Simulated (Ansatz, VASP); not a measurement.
One calculation of NiGe, two programs

```xyz
4
Lattice="0.0000 2.9766 2.9766 2.9766 0.0000 2.9766 2.9766 2.9766 0.0000" Properties=species:S:1:pos:R:3 pbc="T T T"
Ni    0.0000    0.0000    0.0000
Ni    1.4883    1.4883    1.4883
Ge    2.9766    2.9766    2.9766
Ge    4.4649    4.4649    4.4649
```

Alike in both runs: functional r2SCAN; k mesh 14 × 14 × 14; occupations gaussian, width 0.1 eV; no spin polarisation.

Ansatz relaxed the structure, and its values are those at the end. VASP's run is a single point on that final structure, the one shown.

```csv
,VASP,Ansatz
version,VASP 6.6.1,Ansatz 0.2.0
potentials or method,"VASP PAW PBE potentials, release 64 (Ni, Ge_d), cutoff 520 eV","scalar-relativistic, plane waves, PAW"
valence electrons in the cell,48,64
```

|  | VASP | Ansatz | Ansatz less VASP |
| --- | --- | --- | --- |
| gap on the k mesh at the Fermi level (eV) | none | none | - |
| pressure (GPa) | 0.0 | 0.0 | -0.03 |

VASP's potentials were made for PBE, not for r2SCAN. A gap of «none» marks a metal or a gap that the smearing closes. The functional is the same, so the differences come from potentials, cutoffs and numerics. VASP's potentials hold 48 valence electrons a cell and Ansatz's 64, so a difference there can come from the potentials and not from the codes.
